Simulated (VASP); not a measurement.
Here is a VASP 6.6.1 calculation.

File INCAR:

```
SYSTEM = Ti12B
PREC     = Accurate       ! precision mode
ENCUT    = 520            ! plane-wave cutoff, eV
EDIFF    = 1E-6           ! SCF threshold, eV
ISMEAR   = -1             ! smearing method
SIGMA    = 0.1            ! smearing width, eV
LREAL    = .False.        ! projectors in reciprocal space
LASPH    = .True.         ! aspherical terms in the spheres
NELM     = 80             ! most SCF steps
ALGO     = Normal         ! electronic algorithm
ISIF     = 2              ! what is computed and relaxed
LWAVE    = .False.        ! write WAVECAR
LCHARG   = .False.        ! write CHGCAR
GGA      = PE             ! functional
NBANDS   = 86             ! bands
```

KPOINTS

```
regular mesh
0
Gamma
  4 3 5
  0 0 0
```

POSCAR

```
Ti12B
1.0
    5.9000000000      0.0000000000      0.0000000000
   -4.4250000000      7.6643250000      0.0000000000
    0.0000000000      0.0000000000      4.6846000000
Ti B
12 1
Direct
    0.0227878933      0.0078218238     -0.0191113436
    0.1877711648      0.2258171463      0.4761473765
    0.0297613121      0.3376713540     -0.0325355420
    0.2010890866      0.5693965222      0.5107091320
    0.0306086209      0.6856910426     -0.0252378005
    0.1937509928      0.9029461825      0.4868437006
    0.5227992611      0.0024629697     -0.0099547453
    0.6857267979      0.2197568605      0.5016302352
    0.5152973836      0.3359488278     -0.0338647910
    0.6865389339      0.5675825334      0.5090426077
    0.5285964748      0.6794976727      0.0006425308
    0.6936122161      0.8974678135      0.4959422363
   -0.1416762920      0.4527672039      1.2382297315
```

Potentials or basis: VASP PAW PBE potentials, release 64 (Ti_sv, B).

Launch:

```console
$ cat potpaw_PBE.64/Ti_sv/POTCAR potpaw_PBE.64/B/POTCAR > POTCAR
$ mpirun -np 1 vasp_std > vasp.out
```

Task: Predict the pressure.

Result: 3.4 GPa.

Task: Estimate the band gap on the k mesh.

Result: Zero (an odd number of electrons rules out a gap without spin polarisation).

Task: Estimate the largest force.

Result: 0.015 eV/Å.

Stress tensor (GPa, compression positive):
```
2.42 0.00 0.04
0.00 2.62 0.08
0.04 0.08 5.04
```
